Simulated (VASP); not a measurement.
TaN: relaxation of cell and atoms with PBEsol+D3(BJ)

Crystal: TaN.

```xyz
2
Lattice="2.9380 0.0000 0.0000 -1.4690 2.5444 0.0000 0.0000 0.0000 2.8830" Properties=species:S:1:pos:R:3 pbc="T T T"
Ta    0.0000    1.6963    1.4415
N     0.0000    0.0000    0.0000
```

- Program: VASP 6.6.1
- Task: relaxation of cell and atoms
- Functional: PBEsol
- Dispersion: D3(BJ)
- Potentials or basis: VASP PAW PBE potentials, release 64 (Ta_pv, N)
- Cutoff: 600 eV
- k mesh: 13 × 13 × 12
- Occupations: fermi-dirac, width 0.1 eV
- Spin: no spin polarisation
- Dipole correction: no
- Further INCAR settings: ALGO = Normal; EDIFF = 1e-07; IBRION = 2; EDIFFG = -0.005; NSW = 50; ISIF = 3

```yaml
Relaxed_volume: 10.44 Å³/atom
Relaxed_cell: a = 2.906 Å, b = 2.906 Å, c = 2.856 Å, α = 90.00°, β = 90.00°, γ = 120.00°
Space_group_after_relaxing_to_0.1_Å: P-6m2 (No. 187)
Energy_gained_by_relaxing: 11.9 meV/atom
Ionic_steps: 10
Pressure_after_relaxing: 0.0 GPa
Band_gap_on_the_k_mesh: zero (bands 8 and 9 overlap by 0.33 eV)
Dispersion_energy_per_atom: -0.474 eV
```

The path:
```csv
step,energy change (eV),largest force (eV/Å),pressure (GPa),volume (Å³)
1,0.0000,0.0000,-11.12,21.55
2,0.1426,0.0000,35.92,19.30
3,-0.0236,0.0000,-0.36,20.91
4,-0.0236,0.0000,-0.04,20.89
5,-0.0236,0.0000,0.20,20.88
6,-0.0236,0.0000,0.23,20.87
7,-0.0237,0.0000,0.21,20.88
8,-0.0237,0.0000,0.21,20.88
9,-0.0237,0.0000,-0.38,20.91
10,-0.0237,0.0000,0.01,20.89
```

Final structure:
```cif
data_structure
_symmetry_space_group_name_H-M 'P 1'
_symmetry_Int_Tables_number 1
_cell_length_a 2.9058
_cell_length_b 2.9058
_cell_length_c 2.8565
_cell_angle_alpha 90.000
_cell_angle_beta 90.000
_cell_angle_gamma 120.000
_cell_volume 20.89
loop_
_atom_site_label
_atom_site_type_symbol
_atom_site_fract_x
_atom_site_fract_y
_atom_site_fract_z
_atom_site_occupancy
Ta1 Ta 0.33333 0.66667 0.50000 1
N1 N 0.00000 0.00000 0.00000 1
```

Levels at points of the mesh, in eV from the Fermi level:
```tsv
k point	band 5	band 6	band 7	band 8	band 9	band 10	band 11	band 12
(0.00, 0.00, 0.00)	-4.68	-4.68	-4.37	-2.95	2.47	3.74	3.74	4.16
(0.00, 0.00, 0.50)	-9.57	-3.84	-3.84	-0.11	-0.11	2.52	3.41	3.41
```

Wall time 82 s on 1 thread of Intel(R) Xeon(R) 6975P-C (Granite Rapids), with other jobs on the host, peak memory 0.2 GiB.

Caveat: the PAW data sets were made with another functional, which shifts forces and pressure a little; spin-orbit coupling is left out, which moves the levels of the heavy elements.
